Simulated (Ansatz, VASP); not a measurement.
One calculation of Gd, two programs

File INCAR:

```
PREC = Accurate ; ENCUT = 520
EDIFF = 1E-6 ; ISMEAR = -1
SIGMA = 0.05 ; LREAL = F
LASPH = T ; NELM = 150
ALGO = Normal ; ISIF = 2
LWAVE = F ; LCHARG = F
ISPIN = 2 ; MAGMOM = 7.214 7.214
LORBIT = 11 ; LMAXMIX = 6
GGA = CA ; NBANDS = 29
```

KPOINTS

```
Automatic mesh
0
Gamma
  3 3 2
```

POSCAR

```
Gd
1.0
    3.4841536640      0.0000000000      0.0000000000
   -1.7420768320      3.0173655837      0.0000000000
    0.0000000000      0.0000000000      5.5867162136
Gd
2
Direct
    0.3333333333      0.6666666667      0.2500000000
    0.6666666667      0.3333333333      0.7500000000
```

Input for Ansatz:

```yaml
crystal:
  lattice:
    - [3.484153664, 0.0, 0.0]
    - [-1.742076832, 3.0173655837, 0.0]
    - [0.0, 0.0, 5.5867162136]
  atoms:
    - { symbol: Gd, position: [0.3333333333, 0.6666666667, 0.25], spin: 7.214 }
    - { symbol: Gd, position: [0.6666666667, 0.3333333333, 0.75], spin: 7.214 }
hamiltonian:
  xc: lda
  pseudopotentials:
    kind: paw
    azcp:
      Gd: "pseudopotentials/Gd.paw.azcp"
basis:
  ecutwfc: 420
  fft_grid_basis: typed
kpoints:
  mp_grid: { grid: [3, 3, 2], shift: [0, 0, 0] }
magnetization:
  spin_polarized: true
scf:
  occupations: { method: fermi_dirac, width: 0.05 }
  lower_state_search: "off"
output:
  stress: true
```

Alike in both runs: task single point; functional LDA; k mesh 3 × 3 × 2; occupations fermi-dirac, width 0.05 eV; collinear spin.

```csv
,VASP,Ansatz
version,VASP 6.6.1,Ansatz 0.2.0
potentials or method,"VASP PAW PBE potentials, release 64 (Gd), cutoff 520 eV","plane waves (420 eV) with PAW, scalar-relativistic"
valence electrons in the cell,36,36
```

VASP gave:

```
pressure (GPa)                                                : -3.4
traceless stress, the component that is largest in VASP (GPa) : 3.66
net moment per atom (μB)                                      : 7.46
size of the moment on the site where the two differ most (μB) : 6.94
```

Estimate Ansatz's values.

pressure (GPa): -2.9; traceless stress, the component that is largest in VASP (GPa): 3.26; net moment per atom (μB): 7.51; size of the moment on the site where the two differ most (μB): 7.27.

VASP's potentials were made for PBE, not for LDA, and Ansatz warns of the same on its side. LDA's correlation is that of Perdew and Zunger in VASP and of Perdew and Wang (1992) in Ansatz. Site moments also hang on the region over which each program counts them.

The k mesh is coarse, so the values compare programs but aren't converged. Neither program's run includes spin-orbit coupling.
